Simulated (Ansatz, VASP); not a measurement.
**MgS: VASP beside Ansatz**

```
Mg S
1.0
    -0.00009    0.00010    5.25039
    -4.28857    4.27528    2.62530
    -4.28805   -4.27420    2.62517
Mg S
4 4
Direct
  0.64299 0.50034 0.21367
  0.35700 0.49967 0.78632
  0.14310 0.21363 0.50016
  0.85690 0.78636 0.49984
  0.65108 0.19730 0.50054
  0.34895 0.80270 0.49945
  0.15096 0.50072 0.19733
  0.84901 0.49927 0.80268
```

Change from the starting cell: cell x1, atoms moved at random (sigma 0.1 Å) and cell strained at random (1.5 %), then relaxed without symmetry.

Alike in both runs: functional PBE; k mesh 4 × 4 × 4; occupations gaussian, width 0.1 eV; no spin polarisation.

Ansatz relaxed the structure, and its values are those at the end. VASP's run is a single point on that final structure, the one shown.

|  | VASP | Ansatz |
| --- | --- | --- |
| version | VASP 6.6.1 | Ansatz 0.2.0 |
| potentials or method | VASP PAW PBE potentials, release 64 (Mg, S), cutoff 520 eV | scalar-relativistic, plane waves, PAW |
| valence electrons in the cell | 32 | 64 |

Ansatz gave:

| Item | Value |
| --- | --- |
| gap on the k mesh at the Fermi level (eV) | 2.94 |
| least direct gap on the mesh (eV) | 2.94 |
| pressure (GPa) | 0.0 |

**Question.** Which values does VASP return?

**Answer.** gap on the k mesh at the Fermi level (eV): 2.94; least direct gap on the mesh (eV): 2.94; pressure (GPa): -0.2.

VASP's potentials hold 32 valence electrons a cell and Ansatz's 64, so a difference there can come from the potentials and not from the codes.
